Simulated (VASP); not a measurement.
# AlAu (Pm-3m) in VASP: a series of runs

AlAu is run at these levels: r2SCAN; tasks: single point, relaxation of volume and atoms at fixed shape.

Everything below comes from runs of VASP 6.6.1. Logs are shortened: lines on timing, memory, paths and dates and some standing lists are left out, and cuts for length are marked.

## Step 1: The cell of the first run

The structure is cubic, space group Pm-3m (No. 221). Conventional cell: a = 3.181 Å, b = 3.181 Å, c = 3.181 Å, α = 90.00°, β = 90.00°, γ = 90.00°. Al (site symmetry m-3m) has 8 Au at 2.76 Å and 6 Al at 3.18 Å within 3.6 Å. Within 3.6 Å of Au (site symmetry m-3m) lie 8 Al at 2.76 Å and 6 Au at 3.18 Å.

## Step 2: Single point, r2SCAN

Input file POSCAR:

```
AlAu
1.0
    3.1814301635      0.0000000000      0.0000000000
    0.0000000000      3.1814301635      0.0000000000
    0.0000000000      0.0000000000      3.1814301635
Al Au
1 1
Direct
    0.0000000000      0.0000000000      0.0000000000
    0.5000000000      0.5000000000      0.5000000000
```

Input file INCAR.step1:

```
SYSTEM = AlAu
ALGO     = Normal         ! electronic algorithm
EDIFF    = 1E-4           ! SCF threshold, eV
ENCUT    = 520            ! plane-wave cutoff, eV
GGA      = PE             ! functional
ISMEAR   = 0              ! smearing method
LASPH    = .TRUE.         ! aspherical terms in the spheres
LCHARG   = .FALSE.        ! write CHGCAR
LREAL    = .FALSE.        ! projectors in reciprocal space
LWAVE    = .TRUE.         ! write WAVECAR
NBANDS   = 14             ! bands
NELM     = 100            ! most SCF steps
PREC     = Accurate       ! precision mode
SIGMA    = 0.05           ! smearing width, eV
```

Input file INCAR.step2:

```
SYSTEM = AlAu
ALGO     = Normal         ! electronic algorithm
EDIFF    = 1E-6           ! SCF threshold, eV
ENCUT    = 520            ! plane-wave cutoff, eV
ISIF     = 2              ! what is computed and relaxed
ISMEAR   = 0              ! smearing method
ISTART   = 1            
LASPH    = .TRUE.         ! aspherical terms in the spheres
LCHARG   = .FALSE.        ! write CHGCAR
LMIXTAU  = .TRUE.       
LREAL    = .FALSE.        ! projectors in reciprocal space
LWAVE    = .FALSE.        ! write WAVECAR
METAGGA  = R2SCAN         ! meta-GGA
NBANDS   = 14             ! bands
NELM     = 100            ! most SCF steps
PREC     = Accurate       ! precision mode
SIGMA    = 0.05           ! smearing width, eV
```

Input file KPOINTS:

```
k-points
0
G
  13 13 13
  0 0 0
```

Potentials or basis: VASP PAW PBE potentials, release 64 (Al, Au).

Command:

```console
$ cat potpaw_PBE.64/Al/POTCAR potpaw_PBE.64/Au/POTCAR > POTCAR
$ cp INCAR.step1 INCAR
$ mpirun -np 1 vasp_std > vasp.out
$ cp INCAR.step2 INCAR
$ mpirun -np 1 vasp_std > vasp.out
```

OUTCAR:

```text
SYSTEM = AlAu
   EDIFF = 1E-6
   ENCUT = 520
   ISIF = 2
   ISMEAR = 0
   ISTART = 1
   LASPH = .TRUE.
   LREAL = .FALSE.
   METAGGA = R2SCAN
   NELM = 100
   PREC = Accurate

 ion  position               nearest neighbor table
   1  0.000  0.000  0.000-   2 2.76   2 2.76   2 2.76   2 2.76   2 2.76   2 2.76   2 2.76   2 2.76

   2  0.500  0.500  0.500-   1 2.76   1 2.76   1 2.76   1 2.76   1 2.76   1 2.76   1 2.76   1 2.76

  LATTYP: Found a simple cubic cell.
 ALAT       =     3.1814301635

  Lattice vectors:

 A1 = (   3.1814301635,   0.0000000000,   0.0000000000)
 A2 = (   0.0000000000,   3.1814301635,   0.0000000000)
 A3 = (   0.0000000000,   0.0000000000,   3.1814301635)

Analysis of symmetry for initial positions (statically):
=====================================================================
 Subroutine PRICEL returns:
 Original cell was already a primitive cell.

 Routine SETGRP: Setting up the symmetry group for a
 simple cubic supercell.

 Subroutine GETGRP returns: Found 48 space group operations
 (whereof 48 operations were pure point group operations)
 out of a pool of 48 trial point group operations.

The static configuration has the point symmetry O_h .

Analysis of symmetry for dynamics (positions and initial velocities):
=====================================================================
 Subroutine PRICEL returns:
 Original cell was already a primitive cell.

 Routine SETGRP: Setting up the symmetry group for a
 simple cubic supercell.

 Subroutine GETGRP returns: Found 48 space group operations
 (whereof 48 operations were pure point group operations)
 out of a pool of 48 trial point group operations.

The dynamic configuration has the point symmetry O_h .

 Subroutine INISYM returns: Found 48 space group operations
 (whereof 48 operations are pure point group operations),
 and found     1 'primitive' translations

----------------------------------------------------------------------------------------

                                     Primitive cell

  volume of cell :      32.2008

  direct lattice vectors                    reciprocal lattice vectors
     3.181430163  0.000000000  0.000000000     0.314324046  0.000000000  0.000000000
     0.000000000  3.181430163  0.000000000     0.000000000  0.314324046  0.000000000
     0.000000000  0.000000000  3.181430163     0.000000000  0.000000000  0.314324046

  length of vectors
     3.181430163  3.181430163  3.181430163     0.314324046  0.314324046  0.314324046

  position of ions in fractional coordinates (direct lattice)
     0.000000000  0.000000000  0.000000000
     0.500000000  0.500000000  0.500000000

  ion indices of the primitive-cell ions
   primitive index   ion index
                 1           1
                 2           2

----------------------------------------------------------------------------------------

 KPOINTS: k-points

Automatic generation of k-mesh.
 Grid dimensions read from file:
 generate k-points for:   13   13   13

 Generating k-lattice:

  Cartesian coordinates                     Fractional coordinates (reciprocal lattice)
     0.024178773  0.000000000  0.000000000     0.076923077  0.000000000  0.000000000
     0.000000000  0.024178773  0.000000000     0.000000000  0.076923077  0.000000000
     0.000000000  0.000000000  0.024178773     0.000000000  0.000000000  0.076923077

  Length of vectors
     0.024178773  0.024178773  0.024178773

  Shift w.r.t. Gamma in fractional coordinates (k-lattice)
     0.000000000  0.000000000  0.000000000

 Subroutine IBZKPT returns following result:
 ===========================================

 Found     84 irreducible k-points:

 Following reciprocal coordinates:
            Coordinates               Weight
  0.000000  0.000000  0.000000      1.000000
  0.076923  0.000000  0.000000      6.000000
  0.153846  0.000000  0.000000      6.000000
  0.230769  0.000000  0.000000      6.000000
  0.307692  0.000000  0.000000      6.000000
  0.384615  0.000000  0.000000      6.000000
[... 16 lines left out ...]
  0.307692  0.307692  0.000000     12.000000
  0.384615  0.307692  0.000000     24.000000
 [... further k-points ...]
   k-points           NKPTS =     84   k-points in BZ     NKDIM =     84   number of bands    NBANDS=     14
   number of dos      NEDOS =    301   number of ions     NIONS =      2
   total plane-waves  NPLWV =  13824
   dimension x,y,z NGX =    24 NGY =   24 NGZ =   24
   dimension x,y,z NGXF=    48 NGYF=   48 NGZF=   48
   ions per type =               1   1
   NGX,Y,Z   is equivalent  to a cutoff of  12.54, 12.54, 12.54 a.u.
   NGXF,Y,Z  is equivalent  to a cutoff of  25.08, 25.08, 25.08 a.u.
 SYSTEM =  AlAu
   PREC   = accura    normal or accurate (medium, high low for compatibility)
   ISTART =      1    job   : 0-new  1-cont  2-samecut
   ICHARG =      0    charge: 1-file 2-atom 10-const
   ISPIN  =      1    spin polarized calculation?
   LNONCOLLINEAR =      F non collinear calculations
   LSORBIT =      F    spin-orbit coupling
   LASPH  =      T    aspherical Exc in radial PAW
   ENCUT  =  520.0 eV  38.22 Ry    6.18 a.u.   5.92  5.92  5.92*2*pi/ulx,y,z
   NELM   =    100;   NELMIN=  2; NELMDL=  0     # of ELM steps
   EDIFF  = 0.1E-05   stopping-criterion for ELM
   LREAL  =      F    real-space projection
   EDIFFG = 0.1E-04   stopping-criterion for IOM
   NSW    =      0    number of steps for IOM
   IBRION =     -1    ionic relax: 0-MD 1-quasi-New 2-CG
   NFREE  =      0    steps in history (QN), initial steepest desc. (CG)
   ISIF   =      2    stress and relaxation
   ISYM   =      2    0-nonsym 1-usesym 2-fastsym
   POTIM  = 0.5000    time-step for ionic-motion
   TEBEG  =    0.0;   TEEND  =   0.0 temperature during run
   PSTRESS=    0.0 pullay stress
   NELECT =      14.0000    total number of electrons
   NUPDOWN=      -1.0000    fix difference up-down
   EMIN   =  10.00;   EMAX   =-10.00  energy-range for DOS
   EFERMI =   0.00;   METHOD = LEGACY
   ISMEAR =     0;   SIGMA  =   0.05  broadening in eV -4-tet -1-fermi 0-gaus
   EFERMI_NEDOS =   21; number of points for ismear=-14 and -15
   IALGO  =     38    algorithm
   IMIX   =      4    mixing-type and parameters
     AMIX     =   0.40;   BMIX     =  1.00
     AMIX_MAG =   1.60;   BMIX_MAG =  1.00
  volume/ion in A,a.u.               =      16.10       108.65
  Fermi-wavevector in a.u.,A,eV,Ry     =   1.240210  2.343656 20.927394  1.538120
  Thomas-Fermi vector in A             =   2.374660
   LORBIT       =      0    0 simple, 1 ext, 2 COOP (PROOUT), +10 PAW based schemes
   METAGGA = R2SCAN    functional components
   LHFCALC =     F    Hartree Fock is set to
   AEXX    =    0.0000 exact exchange contribution
   IVDW    =     0    specifies the selected vdW correction
   LEPSILON=     F    determine dielectric tensor
   LRPA    =     F    only Hartree local field effects (RPA)
 non-spin polarized calculation
 Gauss-broadening in eV      SIGMA  =   0.05
  energy-cutoff  :      520.00
  volume of cell :       32.20
 maximum number of plane-waves:       891
 NGX is ok and might be reduce to    24
   NGX = 11   NGY = 11   NGZ = 11

 number of electron      14.0000003 magnetization

 Free energy of the ion-electron system (eV)
  ---------------------------------------------------
  ext. energy  EPLUGINS =         0.00000000
  ---------------------------------------------------
  free energy    TOTEN  =       -57.80228070 eV

  energy without entropy =      -57.80124992  energy(sigma->0) =      -57.80176531

 E-fermi :  10.1867     XC(G=0): -12.6680

 val. band max:       10.1845675523   @ k =   0.2308   0.2308   0.0769
 cond. band min:      10.2088242859   @ k =   0.4615   0.4615   0.3846
 fundamental gap:      0.0242567336
 Fermi energy:        10.1867318480

 k-point     1 :       0.0000    0.0000    0.0000
  band No.  band energies     occupation
      1      -2.2260      2.00000
      2       2.8823      2.00000
      3       2.8823      2.00000
      4       5.0042      2.00000
      5       5.0042      2.00000
      6       5.0042      2.00000
      7      13.1577      0.00000
      8      13.1577      0.00000
      9      13.1577      0.00000
     10      17.8609      0.00000
     11      17.8609      0.00000
     12      18.0616      0.00000
     13      27.8061      0.00000
     14      27.8061      0.00000

 k-point     2 :       0.0769    0.0000    0.0000
  band No.  band energies     occupation
      1      -2.1207      2.00000
      2       2.9041      2.00000
      3       2.9223      2.00000
      4       4.9363      2.00000
      5       4.9363      2.00000
      6       5.0115      2.00000
      7      12.3579      0.00000
      8      13.3231      0.00000
      9      13.3231      0.00000
     10      17.7456      0.00000
     11      18.0079      0.00000
     12      18.9145      0.00000
     13      26.7701      0.00000
     14      26.7701      0.00000

 k-point     3 :       0.1538    0.0000    0.0000
  band No.  band energies     occupation
      1      -1.8089      2.00000
      2       2.9654      2.00000
      3       3.0256      2.00000
      4       4.7571      2.00000
      5       4.7571      2.00000
      6       5.0317      2.00000
      7      10.8252      0.00000
      8      13.7944      0.00000
      9      13.7944      0.00000
     10      17.4324      0.00000
     11      18.1633      0.00000
     12      20.8854      0.00000
     13      25.1551      0.00000
     14      25.1551      0.00000
[... 324 lines left out ...]
 k-point    23 :       0.3077    0.3077    0.0000
  band No.  band energies     occupation
      1       0.6923      2.00000
      2       2.7549      2.00000
      3       4.0791      2.00000
      4       4.1585      2.00000
      5       4.3932      2.00000
      6       4.4844      2.00000
      7       8.7605      2.00000
      8      10.2163      0.40245
      9      15.1269      0.00000
     10      17.2641      0.00000
     11      19.4156      0.00000
     12      21.5274      0.00000
     13      23.3779      0.00000
     14      24.7877      0.00000

 k-point    24 :       0.3846    0.3077    0.0000
  band No.  band energies     occupation
      1       1.1993      2.00000
      2       2.5861      2.00000
      3       4.1473      2.00000
      4       4.2670      2.00000
      5       4.4861      2.00000
      6       4.6393      2.00000
      7       7.7621      2.00000
      8      10.5923      0.00000
      9      13.9467      0.00000
     10      17.8949      0.00000
     11      19.4920      0.00000
     12      21.1426      0.00000
     13      22.8794      0.00000
     14      24.8023      0.00000

 [... further k-points ...]

------------------------ aborting loop because EDIFF is reached ----------------------------------------

  FORCE on cell =-STRESS in cart. coord.  units (eV):
  Direction    XX          YY          ZZ          XY          YZ          ZX
  --------------------------------------------------------------------------------------
  -------------------------------------------------------------------------------------
  Total       -0.0686160     -0.0686160     -0.0686160      0.0000000     -0.0000000      0.0000000
  in kB       -3.4140424     -3.4140424     -3.4140424      0.0000000     -0.0000000      0.0000000
  external PRESSURE =      -3.4140424 kB  Pullay stress =       0.0000000 kB

 VOLUME and BASIS-vectors are now :
 -----------------------------------------------------------------------------
  energy-cutoff  :      520.00
  volume of cell :       32.20
      direct lattice vectors                 reciprocal lattice vectors
     3.181430163  0.000000000  0.000000000     0.314324046  0.000000000  0.000000000
     0.000000000  3.181430163  0.000000000     0.000000000  0.314324046  0.000000000
     0.000000000  0.000000000  3.181430163     0.000000000  0.000000000  0.314324046

 POSITION                                       TOTAL-FORCE (eV/Angst)
 -----------------------------------------------------------------------------------
      0.00000      0.00000      0.00000         0.000000      0.000000      0.000000
      1.59072      1.59072      1.59072         0.000000      0.000000      0.000000
 -----------------------------------------------------------------------------------
    total drift:                                0.000000     -0.000000     -0.000000

  FREE ENERGIE OF THE ION-ELECTRON SYSTEM (eV)
  ---------------------------------------------------
  free  energy   TOTEN  =       -57.8022806961 eV

  energy  without entropy=      -57.8012499186  energy(sigma->0) =      -57.80176531
```

Run time: 45 s. Hardware: 1 thread of Intel Xeon Platinum 8488C (Sapphire Rapids), shared host; peak memory 0.17 GiB.

Results:

- Free energy: -57.8023 eV
- Pressure: -0.3 GPa
- Band gap on the k mesh: zero (band 7 reaches 13.16 eV, above the bottom of band 8 at 9.06 eV)

Caveat: the PAW data sets were made with another functional, which shifts forces and pressure a little; spin-orbit coupling is left out, which moves the levels of the heavy elements.

(Continued in part 2 of 2.)
